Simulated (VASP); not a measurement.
As, 2 atoms in the cell. The structure is trigonal, space group R-3m (No. 166). Conventional cell: a = 3.591 Å, b = 3.591 Å, c = 8.929 Å, α = 90.00°, β = 90.00°, γ = 120.00°. Within 3.3 Å of As (site symmetry 3m) lie 6 As at 2.50 to 2.61 Å. 

* Program: VASP 6.6.1
* Task: single point
* Functional: RPBE
* Dispersion: D3(BJ)
* Potentials or basis: VASP PAW PBE potentials, release 64 (As)
* Cutoff: 520 eV
* k mesh: 9 × 9 × 9
* Occupations: fermi-dirac, width 0.05 eV
* Spin: no spin polarisation
* Dipole correction: no
* Further INCAR settings: ALGO = Normal; EDIFF = 1e-06; NBANDS = 12

Potentials or basis: VASP PAW PBE potentials, release 64 (As).

The run is started by

```sh
$ cat potpaw_PBE.64/As/POTCAR > POTCAR
$ mpirun -np 1 vasp_std > vasp.out
```

Hardware: 1 thread of AMD EPYC 9R45 96-Core Processor (Zen 5), with other jobs on the host.

Task: How long does it take, and how much memory?

Result: Run time: 12 s on 1 thread of AMD EPYC 9R45 96-Core Processor (Zen 5), with other jobs on the host, peak memory 0.15 GiB. Counts: scf iterations 11, k points 85.
